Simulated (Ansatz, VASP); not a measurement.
# AlN: VASP beside Ansatz

```
Al N
1.0
     3.12977    0.00000    0.00000
    -1.56488    2.71046    0.00000
     0.00000    0.00000    5.01731
Al N
2 2
Direct
  0.33333 0.66667 0.94692
  0.66667 0.33333 0.44692
  0.33333 0.66667 0.43508
  0.66667 0.33333 0.93508
```

Change from the starting cell: polar distortion scaled by 0.10.

Alike in both runs: task single point; functional PBE; k mesh 9 × 9 × 6; no spin polarisation.

|  | VASP | Ansatz |
| --- | --- | --- |
| version | VASP 6.6.1 | Ansatz 0.2.0 |
| potentials or method | VASP PAW PBE potentials, release 64 (Al, N), cutoff 520 eV | scalar-relativistic, plane waves, PAW |
| occupations | gaussian, width 0.01 eV | fixed |
| valence electrons in the cell | 16 | 16 |

```tsv
	VASP	Ansatz	Ansatz less VASP
gap on the k mesh at the Fermi level (eV)	2.62	2.61	-0.013
least direct gap on the mesh (eV)	2.62	2.61	-0.013
pressure (GPa)	8.0	8.1	+0.14
traceless stress, the component that is largest in VASP (GPa)	-17.59	-17.61	-0.021
rms of the force components (eV/Å)	0.196	0.195	-0.0003
```

Atom by atom the forces differ by 0.000 eV/Å (rms over components).
